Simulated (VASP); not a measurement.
Here is a VASP 6.6.1 calculation.

POSCAR

```
Nd
1.0
    0.0000000000      2.6258682222      2.6258682222
    2.6258682222      0.0000000000      2.6258682222
    2.6258682222      2.6258682222      0.0000000000
Nd
1
Direct
    0.0000000000      0.0000000000      0.0000000000
```

File INCAR.step1:

```
SYSTEM = Nd
  PREC = Accurate
  ENCUT = 520
  EDIFF = 1E-6
  ISMEAR = 0
  SIGMA = 0.05
  LREAL = .FALSE.
  LASPH = .TRUE.
  NELM = 150
  ALGO = Normal
  ISIF = 2
  LWAVE = .FALSE.
  LCHARG = .TRUE.
  ISPIN = 2
  MAGMOM = 4.11
  LMAXMIX = 6
  GGA = PE
  NBANDS = 17
```

Contents of KPOINTS.step1:

```
Automatic mesh
0
G
  14 14 14
  0 0 0
```

Contents of INCAR.step2:

```
SYSTEM = Nd
  PREC = Accurate
  ENCUT = 520
  EDIFF = 1E-6
  ISMEAR = -5
  SIGMA = 0.05
  LREAL = .FALSE.
  LASPH = .TRUE.
  NELM = 150
  ALGO = Normal
  ISIF = 2
  LWAVE = .FALSE.
  LCHARG = .FALSE.
  ISPIN = 2
  MAGMOM = 4.11
  LORBIT = 11
  LMAXMIX = 6
  GGA = PE
  NEDOS = 2001
  ICHARG = 11
```

KPOINTS.step2

```
Automatic mesh
0
G
  21 21 21
  0 0 0
```

Potentials or basis: VASP PAW PBE potentials, release 64 (Nd).

Run with:

```bash
$ cat potpaw_PBE.64/Nd/POTCAR > POTCAR
$ cp INCAR.step1 INCAR
$ cp KPOINTS.step1 KPOINTS
$ mpirun -np 1 vasp_std > vasp.out
$ cp INCAR.step2 INCAR
$ cp KPOINTS.step2 KPOINTS
$ mpirun -np 1 vasp_std > vasp.out
```

Question: Predict the net moment.

Answer: 4.19 μB per cell.

Question: Estimate the site moments.

Answer: Nd +3.38 μB.

Caveat: the magnetic or orbital state may not be the lowest. The state reached can hang on the start; a lower one may exist.
